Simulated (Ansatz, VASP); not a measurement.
# BN in VASP and in Ansatz

```
B N
1.0
     0.00000    1.80750    1.77135
     1.80750    0.00000    1.77135
     1.80750    1.80750    0.00000
B N
1 1
Direct
  0.00000 0.00000 0.00000
  0.75000 0.75000 0.75000
```

Change from the starting cell: zz strain of -2 %.

Alike in both runs: task single point; functional LDA; k mesh 11 × 11 × 11; occupations fermi-dirac, width 0.02 eV; no spin polarisation.

|  | VASP | Ansatz |
| --- | --- | --- |
| version | VASP 6.6.1 | Ansatz 0.2.0 |
| potentials or method | VASP PAW LDA potentials, release 64 (B, N), cutoff 520 eV | all-electron LAPW, scalar-relativistic |

```csv
,VASP,Ansatz,Ansatz less VASP
gap on the k mesh at the Fermi level (eV),4.11,4.12,+0.010
pressure (GPa),-2.4,-3.3,-0.82
"traceless stress, the component that is largest in VASP (GPa)",8.20,8.22,+0.015
```

LDA's correlation is that of Perdew and Zunger in VASP and of Perdew and Wang (1992) in Ansatz. Ansatz ran all-electron here, and VASP with PAW potentials.
